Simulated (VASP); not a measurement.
# Ga (P-1) in VASP: single point with PBE

Aim: the single point of Ga with PBE.

Program: VASP 6.6.1. These are calculated values, not measurements. Logs are shortened: lines on timing, memory, paths and dates and some standing lists are left out, and cuts for length are marked.

## Step 1: The cell of the first run

The typed cell holds 2 atoms: a = 4.271 Å, b = 4.244 Å, c = 3.333 Å, α = 91.37°, β = 90.32°, γ = 142.09°.

## Step 2: Single point, PBE (equal xy, yz and zx shear strains of -1 %)

The input, INCAR:

```
ALGO     = Normal         # electronic algorithm
EDIFF    = 1E-6           # SCF threshold, eV
ENCUT    = 520            # plane-wave cutoff, eV
GGA      = PE             # functional
ISIF     = 2              # what is computed and relaxed
ISMEAR   = -1             # smearing method
LASPH    = True           # aspherical terms in the spheres
LCHARG   = False          # write CHGCAR
LREAL    = False          # projectors in reciprocal space
LWAVE    = False          # write WAVECAR
NBANDS   = 20             # bands
NELM     = 100            # most SCF steps
PREC     = Accurate       # precision mode
SIGMA    = 0.03           # smearing width, eV
```

The input, KPOINTS:

```
k-points
0
Gamma
  14 14 11
```

The input, POSCAR:

```
Ga
1.0
    1.4031325000     -4.0334150000      0.0132175000
    1.3628675000      4.0195850000     -0.0270475000
   -0.1340996500     -0.0160624000      3.3305172500
Ga
2
Direct
    0.8690000000      0.1310000000      0.2500000000
    0.1310000000      0.8690000000      0.7500000000
```

Potentials or basis: VASP PAW PBE potentials, release 64 (Ga_d).

Launch:

```bash
$ cat potpaw_PBE.64/Ga_d/POTCAR > POTCAR
$ mpirun -np 1 vasp_std > vasp.out
```

OUTCAR:

```text
EDIFF = 1E-6
   ENCUT = 520
   GGA = PE
   ISIF = 2
   ISMEAR = -1
   LASPH = True
   LREAL = False
   NELM = 100
   PREC = Accurate

 ion  position               nearest neighbor table
   1  0.869  0.131  0.250-   2 2.68   2 2.70   2 2.84   2 2.88
   2  0.131  0.869  0.750-   1 2.68   1 2.70   1 2.84   1 2.88

  LATTYP: Found a triclinic cell.
 ALAT       =     2.7660691491
 B/A-ratio  =     1.5438970401
 C/A-ratio  =     1.2050510549
 COS(alpha) =     0.0055745369
 COS(beta)  =     0.0452015157
 COS(gamma) =     0.3332605673

  Lattice vectors:

 A1 = (   2.7660000000,  -0.0138300000,  -0.0138300000)
 A2 = (   1.4031325000,  -4.0334150000,   0.0132175000)
 A3 = (   0.1340996500,   0.0160624000,  -3.3305172500)

Analysis of symmetry for initial positions (statically):
=====================================================================
 Subroutine PRICEL returns:
 Original cell was already a primitive cell.

 Routine SETGRP: Setting up the symmetry group for a
 triclinic supercell.

 Subroutine GETGRP returns: Found  2 space group operations
 (whereof  2 operations were pure point group operations)
 out of a pool of  2 trial point group operations.

The static configuration has the point symmetry S_2 .

Analysis of symmetry for dynamics (positions and initial velocities):
=====================================================================
 Subroutine PRICEL returns:
 Original cell was already a primitive cell.

 Routine SETGRP: Setting up the symmetry group for a
 triclinic supercell.

 Subroutine GETGRP returns: Found  2 space group operations
 (whereof  2 operations were pure point group operations)
 out of a pool of  2 trial point group operations.

The dynamic configuration has the point symmetry S_2 .

 Subroutine INISYM returns: Found  2 space group operations
 (whereof  2 operations are pure point group operations),
 and found     1 'primitive' translations

----------------------------------------------------------------------------------------

                                     Primitive cell

  volume of cell :      37.0836

  direct lattice vectors                    reciprocal lattice vectors
     1.403132500 -4.033415000  0.013217500     0.360991112 -0.122302644  0.013945073
     1.362867500  4.019585000 -0.027047500     0.362239188  0.126064487  0.015193150
    -0.134099650 -0.016062400  3.330517250     0.001509154  0.001509154  0.300321705

  length of vectors
     4.270525972  4.244431995  3.333254546     0.381401343  0.383849340  0.300329288

  position of ions in fractional coordinates (direct lattice)
     0.869000000  0.131000000  0.250000000
     0.131000000  0.869000000  0.750000000

  ion indices of the primitive-cell ions
   primitive index   ion index
                 1           1
                 2           2

----------------------------------------------------------------------------------------

 KPOINTS: k-points

Automatic generation of k-mesh.
 Grid dimensions read from file:
 generate k-points for:   14   14   11

 Generating k-lattice:

  Cartesian coordinates                     Fractional coordinates (reciprocal lattice)
     0.025785079 -0.008735903  0.000996077     0.071428571 -0.000000000  0.000000000
     0.025874228  0.009004606  0.001085225    -0.000000000  0.071428571 -0.000000000
     0.000137196  0.000137196  0.027301973     0.000000000  0.000000000  0.090909091

  Length of vectors
     0.027242953  0.027417810  0.027302663

  Shift w.r.t. Gamma in fractional coordinates (k-lattice)
     0.000000000  0.000000000  0.000000000

 Subroutine IBZKPT returns following result:
 ===========================================

 Found   1080 irreducible k-points:

 Following reciprocal coordinates:
            Coordinates               Weight
  0.000000  0.000000  0.000000      1.000000
  0.071429  0.000000  0.000000      2.000000
  0.142857  0.000000  0.000000      2.000000
  0.214286  0.000000  0.000000      2.000000
  0.285714  0.000000  0.000000      2.000000
  0.357143  0.000000  0.000000      2.000000
[... 16 lines left out ...]
 -0.000000  0.142857  0.000000      2.000000
  0.071429  0.142857 -0.000000      2.000000
 [... further k-points ...]
   k-points           NKPTS =   1080   k-points in BZ     NKDIM =   1080   number of bands    NBANDS=     20
   number of dos      NEDOS =    301   number of ions     NIONS =      2
   total plane-waves  NPLWV =  28672
   dimension x,y,z NGX =    32 NGY =   32 NGZ =   28
   dimension x,y,z NGXF=    64 NGYF=   64 NGZF=   56
   ions per type =               2
   NGX,Y,Z   is equivalent  to a cutoff of  12.46, 12.53, 13.96 a.u.
   NGXF,Y,Z  is equivalent  to a cutoff of  24.91, 25.07, 27.93 a.u.
 SYSTEM =  unknown system
   PREC   = accura    normal or accurate (medium, high low for compatibility)
   ISTART =      0    job   : 0-new  1-cont  2-samecut
   ICHARG =      2    charge: 1-file 2-atom 10-const
   ISPIN  =      1    spin polarized calculation?
   LNONCOLLINEAR =      F non collinear calculations
   LSORBIT =      F    spin-orbit coupling
   LASPH  =      T    aspherical Exc in radial PAW
   ENCUT  =  520.0 eV  38.22 Ry    6.18 a.u.   7.94  7.89  6.20*2*pi/ulx,y,z
   NELM   =    100;   NELMIN=  2; NELMDL= -5     # of ELM steps
   EDIFF  = 0.1E-05   stopping-criterion for ELM
   LREAL  =      F    real-space projection
   EDIFFG = 0.1E-04   stopping-criterion for IOM
   NSW    =      0    number of steps for IOM
   IBRION =     -1    ionic relax: 0-MD 1-quasi-New 2-CG
   NFREE  =      0    steps in history (QN), initial steepest desc. (CG)
   ISIF   =      2    stress and relaxation
   ISYM   =      2    0-nonsym 1-usesym 2-fastsym
   POTIM  = 0.5000    time-step for ionic-motion
   TEBEG  =    0.0;   TEEND  =   0.0 temperature during run
   PSTRESS=    0.0 pullay stress
   NELECT =      26.0000    total number of electrons
   NUPDOWN=      -1.0000    fix difference up-down
   EMIN   =  10.00;   EMAX   =-10.00  energy-range for DOS
   EFERMI =   0.00;   METHOD = LEGACY
   ISMEAR =    -1;   SIGMA  =   0.03  broadening in eV -4-tet -1-fermi 0-gaus
   EFERMI_NEDOS =   21; number of points for ismear=-14 and -15
   IALGO  =     38    algorithm
   IMIX   =      4    mixing-type and parameters
     AMIX     =   0.40;   BMIX     =  1.00
     AMIX_MAG =   1.60;   BMIX_MAG =  1.00
  volume/ion in A,a.u.               =      18.54       125.13
  Fermi-wavevector in a.u.,A,eV,Ry     =   1.454360  2.748341 28.778530  2.115162
  Thomas-Fermi vector in A             =   2.571519
   LORBIT       =      0    0 simple, 1 ext, 2 COOP (PROOUT), +10 PAW based schemes
   GGA     = PE    functional components
   LHFCALC =     F    Hartree Fock is set to
   AEXX    =    0.0000 exact exchange contribution
   IVDW    =     0    specifies the selected vdW correction
   LEPSILON=     F    determine dielectric tensor
   LRPA    =     F    only Hartree local field effects (RPA)
 non-spin polarized calculation
  energy-cutoff  :      520.00
  volume of cell :       37.08
 maximum number of plane-waves:      1013
   NGX = 15   NGY = 15   NGZ = 13

 number of electron      26.0000006 magnetization

 Free energy of the ion-electron system (eV)
  ---------------------------------------------------
  ext. energy  EPLUGINS =         0.00000000
  ---------------------------------------------------
  free energy    TOTEN  =        -5.77057491 eV

  energy without entropy =       -5.76876299  energy(sigma->0) =       -5.76966895

 E-fermi :   5.6609     XC(G=0): -11.0585

 val. band max:        5.6539597593   @ k =   0.3571   0.5000   0.2727
 cond. band min:       5.6610740360   @ k =  -0.2857  -0.2857   0.3636
 fundamental gap:      0.0071142767
 Fermi energy:         5.6609028100

 k-point     1 :       0.0000    0.0000    0.0000
  band No.  band energies     occupation
      1      -9.5054      2.00000
      2      -9.4955      2.00000
      3      -9.4596      2.00000
      4      -9.4359      2.00000
      5      -9.1628      2.00000
      6      -9.1609      2.00000
[... 12 lines left out ...]
     19      16.4546      0.00000
     20      18.7589      0.00000

 k-point     2 :       0.0714    0.0000    0.0000
  band No.  band energies     occupation
      1      -9.5014      2.00000
      2      -9.4869      2.00000
      3      -9.4485      2.00000
      4      -9.4160      2.00000
      5      -9.1728      2.00000
      6      -9.1697      2.00000
[... 12 lines left out ...]
     19      16.7516      0.00000
     20      19.3894      0.00000

 k-point     3 :       0.1429    0.0000    0.0000
  band No.  band energies     occupation
      1      -9.4902      2.00000
      2      -9.4660      2.00000
      3      -9.4172      2.00000
      4      -9.3602      2.00000
      5      -9.2010      2.00000
      6      -9.1952      2.00000
[... 12 lines left out ...]
     19      16.9211      0.00000
     20      20.0136      0.00000

 k-point     4 :       0.2143    0.0000    0.0000
  band No.  band energies     occupation
      1      -9.4743      2.00000
      2      -9.4407      2.00000
      3      -9.3725      2.00000
      4      -9.2967      2.00000
      5      -9.2383      2.00000
      6      -9.2211      2.00000
[... 12 lines left out ...]
     19      17.1000      0.00000
     20      20.8139      0.00000

 k-point     5 :       0.2857    0.0000    0.0000
  band No.  band energies     occupation
      1      -9.4579      2.00000
      2      -9.4166      2.00000
      3      -9.3363      2.00000
      4      -9.3060      2.00000
      5      -9.2815      2.00000
      6      -9.1964      2.00000
[... 12 lines left out ...]
     19      17.2575      0.00000
     20      19.4816      0.00000
[... 353 lines left out ...]
      6      -9.1801      2.00000
[... 12 lines left out ...]
     19      16.3999      0.00000
     20      19.6359      0.00000

 k-point    22 :      -0.0714    0.0714    0.0000
  band No.  band energies     occupation
      1      -9.5002      2.00000
      2      -9.4977      2.00000
      3      -9.4654      2.00000
      4      -9.4224      2.00000
      5      -9.1731      2.00000
      6      -9.1673      2.00000
[... 12 lines left out ...]
     19      16.5246      0.00000
     20      18.2174      0.00000

 k-point    23 :      -0.0000    0.1429    0.0000
  band No.  band energies     occupation
      1      -9.4894      2.00000
      2      -9.4654      2.00000
      3      -9.4166      2.00000
      4      -9.3619      2.00000
      5      -9.1986      2.00000
      6      -9.1963      2.00000
[... 12 lines left out ...]
     19      16.7971      0.00000
     20      20.0033      0.00000

 k-point    24 :       0.0714    0.1429   -0.0000
  band No.  band energies     occupation
      1      -9.4827      2.00000
      2      -9.4466      2.00000
      3      -9.3603      2.00000
      4      -9.3077      2.00000
      5      -9.2237      2.00000
      6      -9.2141      2.00000
[... 12 lines left out ...]
     19      17.4176      0.00000
     20      20.0280      0.00000

 [... further k-points ...]

------------------------ aborting loop because EDIFF is reached ----------------------------------------

  FORCE on cell =-STRESS in cart. coord.  units (eV):
  Direction    XX          YY          ZZ          XY          YZ          ZX
  --------------------------------------------------------------------------------------
  -------------------------------------------------------------------------------------
  Total        0.4358349      0.5170974      0.3854321      0.0839333      0.1249897      0.0334226
  in kB       18.8299966     22.3408981     16.6523745      3.6262918      5.4001079      1.4440045
  external PRESSURE =      19.2744231 kB  Pullay stress =       0.0000000 kB

 VOLUME and BASIS-vectors are now :
 -----------------------------------------------------------------------------
  energy-cutoff  :      520.00
  volume of cell :       37.08
      direct lattice vectors                 reciprocal lattice vectors
     1.403132500 -4.033415000  0.013217500     0.360991112 -0.122302644  0.013945073
     1.362867500  4.019585000 -0.027047500     0.362239188  0.126064487  0.015193150
    -0.134099650 -0.016062400  3.330517250     0.001509154  0.001509154  0.300321705

 POSITION                                       TOTAL-FORCE (eV/Angst)
 -----------------------------------------------------------------------------------
      1.36433     -2.98249      0.84057        -0.005511      0.184185      0.006347
      1.26757      2.95260      2.47612         0.005511     -0.184185     -0.006347
 -----------------------------------------------------------------------------------
    total drift:                                0.000000      0.000000     -0.000000

  FREE ENERGIE OF THE ION-ELECTRON SYSTEM (eV)
  ---------------------------------------------------
  free  energy   TOTEN  =        -5.7705749142 eV

  energy  without entropy=       -5.7687629885  energy(sigma->0) =       -5.76966895
```

Wall time 5.2 min (1 thread of Intel Xeon Platinum 8488C (Sapphire Rapids), shared host); peak memory 0.68 GiB.

What came out:

```
Free energy            : -5.7706 eV
Pressure               : 1.9 GPa
Largest force          : 0.184 eV/Å
Band gap on the k mesh : zero (bands 13 and 14 overlap by 7.97 eV)
```

Forces in eV/Å, atoms in the order of the input:
```
Ga  -0.006  0.184  0.006
Ga   0.006 -0.184 -0.006
```

Levels at points of the mesh, in eV from the Fermi level:
| k point | band 11 | band 12 | band 13 | band 14 | band 15 | band 16 |
| --- | --- | --- | --- | --- | --- | --- |
| (0.00, 0.00, 0.00) | -11.23 | -2.10 | -1.63 | 1.63 | 5.43 | 9.70 |
| (0.50, 0.00, 0.00) | -6.10 | -5.03 | -1.26 | 0.12 | 5.64 | 6.56 |
| (0.00, 0.50, 0.00) | -6.01 | -5.01 | -1.43 | -0.10 | 5.72 | 6.78 |
| (0.50, 0.50, 0.00) | -9.11 | -8.60 | 3.99 | 4.57 | 5.82 | 6.05 |

Caveat: the cell differs from its parent crystal (equal xy, yz and zx shear strains of -1 %).
